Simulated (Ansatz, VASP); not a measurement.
# MoS2: VASP beside Ansatz

```xyz
6
Lattice="3.2558 0.0000 0.0000 -1.6279 2.8196 0.0000 0.0000 0.0000 12.2950" Properties=species:S:1:pos:R:3 pbc="T T T"
Mo    0.0000    1.8798    3.0737
Mo    1.6279    0.9399    9.2212
S     0.0000    1.8798    7.7151
S     1.6279    0.9399    1.5676
S     0.0000    1.8798   10.7274
S     1.6279    0.9399    4.5799
```

Change from the starting cell: equal xx and yy strain of +3 %, crystal datasets.

Alike in both runs: task electric field gradients; functional LDA; k mesh 10 × 10 × 3; occupations fermi-dirac, width 0.03 eV; no spin polarisation.

```csv
,VASP,Ansatz
version,VASP 6.6.1,Ansatz 0.2.0
potentials or method,"VASP PAW LDA potentials, release 64 (Mo_sv, S), cutoff 520 eV","all-electron PAW with datasets made for the crystal, scalar-relativistic"
```

Ansatz gave:

- pressure (GPa): -7.0
- traceless stress, the component that is largest in VASP (GPa): 6.87
- rms of the force components (eV/Å): 0.058
- size of Vzz on the site where it differs most (V/Å²): 95.8

Q: What did VASP give for the same quantities?

A: Pressure (GPa): -7.0; traceless stress, the component that is largest in VASP (GPa): 6.84; rms of the force components (eV/Å): 0.063; size of Vzz on the site where it differs most (V/Å²): 97.6.

LDA's correlation is that of Perdew and Zunger in VASP and of Perdew and Wang (1992) in Ansatz. Atom by atom the forces differ by 0.005 eV/Å (rms over components). Ansatz ran all-electron here, and VASP with PAW potentials.
